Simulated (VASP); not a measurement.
Wanted: the native input for a VASP 6.6.1 run.

| Property | Result |
| --- | --- |
| Task | electric field gradients |
| Functional | LDA |
| Potentials or basis | VASP PAW LDA potentials, release 64 (Na_pv) |
| Cutoff | 520 eV |
| k mesh | 11 × 11 × 6 |
| Occupations | fermi-dirac, width 0.05 eV |
| Spin | no spin polarisation |
| Dipole correction | no |
| Further INCAR settings | ALGO = Normal; EDIFF = 1e-08; NBANDS = 14 |

The structure of Na lies in POSCAR:

```
Na
1.0
    3.7670009976      0.0376700100      0.0376700100
   -1.8508773132      3.2434835550      0.0137881806
    0.0615400000      0.0615400000      6.1540000000
Na
2
Direct
    0.3333333333      0.6666666667      0.2500000000
    0.6666666667      0.3333333333      0.7500000000
```

This cell differs from its parent crystal: equal xy, yz and zx shear strains of +2 %.

These files were run (other wordings do the same):

INCAR

```
ALGO = Normal
EDIFF = 1E-8
ENCUT = 520
ISIF = 2
ISMEAR = -1
LASPH = T
LCHARG = F
LEFG = T
LREAL = F
LWAVE = F
NBANDS = 14
NELM = 100
PREC = Accurate
SIGMA = 0.05
```

KPOINTS

```
k-points
0
Gamma
  11 11 6
```

Potentials or basis: VASP PAW LDA potentials, release 64 (Na_pv).

Launch:

```console
$ cat potpaw_LDA.64/Na_pv/POTCAR > POTCAR
$ mpirun -np 1 vasp_std > vasp.out
```

It gave:

- Pressure: -0.9 GPa
- Largest force: 0.006 eV/Å
- Band gap on the k mesh: zero (bands 7 and 8 overlap by 4.01 eV)
- Largest electric field gradient by atom: Na -0.6 V/Å²

Caveat: the cell differs from its parent crystal (equal xy, yz and zx shear strains of +2 %); without QUAD_EFG the Cq values of the log hold for a quadrupole moment of 1 mb, not for the nuclei.

Run time: 3.4 min on 1 thread of Intel(R) Xeon(R) Platinum 8259CL CPU @ 2.50GHz (Skylake/Cascade Lake), with other jobs on the host, peak memory 0.37 GiB.
